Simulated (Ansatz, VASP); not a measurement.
# Ge in VASP and in Ansatz

INCAR

```
ALGO = Normal
EDIFF = 1E-7
ENCUT = 520
GGA = PS
ISIF = 2
ISMEAR = 0
LASPH = T
LCHARG = F
LREAL = F
LWAVE = F
NBANDS = 21
NELM = 100
PREC = Accurate
SIGMA = 0.1
```

The input KPOINTS:

```
k-points
0
Gamma
  12 12 12
```

POSCAR

```
Ge
1.0
    0.3394524000      2.6396950132      2.6396950132
    2.9791474132      0.0000000000      2.9791474132
    2.9791474132      2.9791474132      0.0000000000
Ge
2
Direct
    0.5306149105      0.4897950298      0.4897950298
    0.7193850895      0.7602049702      0.7602049702
```

Input for Ansatz:

```yaml
crystal:
  lattice:
    - [0.3394524, 2.6396950132, 2.6396950132]
    - [2.9791474132, 0.0, 2.9791474132]
    - [2.9791474132, 2.9791474132, 0.0]
  atoms:
    - { symbol: Ge, position: [0.5306149105, 0.4897950298, 0.4897950298] }
    - { symbol: Ge, position: [0.7193850895, 0.7602049702, 0.7602049702] }
basis:
  ecutwfc: 420
kpoints:
  mp_grid: { grid: [12, 12, 12] }
hamiltonian:
  xc: pbesol
scf:
  occupations: { method: gaussian, width: 0.1 }
output:
  forces: true
  stress: true
  eigenvalues: true
```

Alike in both runs: task single point; functional PBEsol; k mesh 12 × 12 × 12; occupations gaussian, width 0.1 eV; no spin polarisation.

|  | VASP | Ansatz |
| --- | --- | --- |
| version | VASP 6.6.1 | Ansatz 0.2.0 |
| potentials or method | VASP PAW PBE potentials, release 64 (Ge_d), cutoff 520 eV | scalar-relativistic, plane waves, PAW |
| valence electrons in the cell | 28 | 28 |

|  | VASP | Ansatz | Ansatz less VASP |
| --- | --- | --- | --- |
| gap on the k mesh at the Fermi level (eV) | none | none | - |
| pressure (GPa) | 3.8 | 3.9 | +0.07 |
| traceless stress, the component that is largest in VASP (GPa) | -7.26 | -7.26 | 0.000 |
| rms of the force components (eV/Å) | 0.351 | 0.357 | +0.0056 |

VASP's potentials were made for PBE, not for PBEsol. Atom by atom the forces differ by 0.006 eV/Å (rms over components). A gap of «none» marks a metal or a gap that the smearing closes.
